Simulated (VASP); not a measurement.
A run of VASP 6.6.1 is set up as follows.

POSCAR

```
HfC
1.0
    3.3428660531      0.0000000000      0.0000000000
   -1.6714330265      2.8950069234      0.0000000000
    0.0000000000      0.0000000000      5.2027140000
Hf C
2 2
Direct
    0.3333333333      0.6666666667      0.2500000000
    0.6666666667      0.3333333333      0.7500000000
    0.0000000000      0.0000000000      0.5000000000
    0.0000000000      0.0000000000      0.0000000000
```

Contents of INCAR.step1:

```
SYSTEM = HfC
PREC     = Accurate       ! precision mode
ENCUT    = 520            ! plane-wave cutoff, eV
EDIFF    = 1E-5           ! SCF threshold, eV
ISMEAR   = -1             ! smearing method
SIGMA    = 0.05           ! smearing width, eV
LREAL    = .FALSE.        ! projectors in reciprocal space
LASPH    = .TRUE.         ! aspherical terms in the spheres
NELM     = 60             ! most SCF steps
ALGO     = Normal         ! electronic algorithm
ISIF     = 2              ! what is computed and relaxed
LWAVE    = .TRUE.         ! write WAVECAR
LCHARG   = .FALSE.        ! write CHGCAR
GGA      = PE             ! functional
NBANDS   = 22             ! bands
```

INCAR.step2

```
SYSTEM = HfC
PREC     = Accurate       ! precision mode
ENCUT    = 520            ! plane-wave cutoff, eV
EDIFF    = 1E-6           ! SCF threshold, eV
ISMEAR   = -1             ! smearing method
SIGMA    = 0.05           ! smearing width, eV
LREAL    = .FALSE.        ! projectors in reciprocal space
LASPH    = .TRUE.         ! aspherical terms in the spheres
NELM     = 60             ! most SCF steps
ALGO     = Normal         ! electronic algorithm
ISIF     = 2              ! what is computed and relaxed
LWAVE    = .FALSE.        ! write WAVECAR
LCHARG   = .FALSE.        ! write CHGCAR
GGA      = PE             ! functional
LHFCALC  = .TRUE.         ! exact exchange
AEXX     = 0.3            ! exact-exchange fraction
HFSCREEN = 0.2            ! screening, 1/A
PRECFOCK = Normal       
ISTART   = 1            
NBANDS   = 22             ! bands
```

Contents of KPOINTS:

```
regular mesh
0
G
  5 5 3
  0 0 0
```

Potentials or basis: VASP PAW PBE potentials, release 64 (Hf_pv, C).

Run with:

```sh
$ cat potpaw_PBE.64/Hf_pv/POTCAR potpaw_PBE.64/C/POTCAR > POTCAR
$ cp INCAR.step1 INCAR
$ mpirun -np 1 vasp_std > vasp.out
$ cp INCAR.step2 INCAR
$ mpirun -np 1 vasp_std > vasp.out
```

Question: Estimate the pressure.

Answer: -7.1 GPa.

Question: Predict the band gap on the k mesh.

Answer: Zero (band 14 reaches 7.81 eV, above the bottom of band 15 at 6.50 eV).

Stress tensor (GPa, compression positive):
```
-8.38  0.00  0.00
 0.00 -8.38  0.00
 0.00  0.00 -4.41
```

Caveat: the k points lie up to 0.43 Å⁻¹ apart; the PAW data sets were made with another functional, which shifts forces and pressure a little; spin-orbit coupling is left out, which moves the levels of the heavy elements.
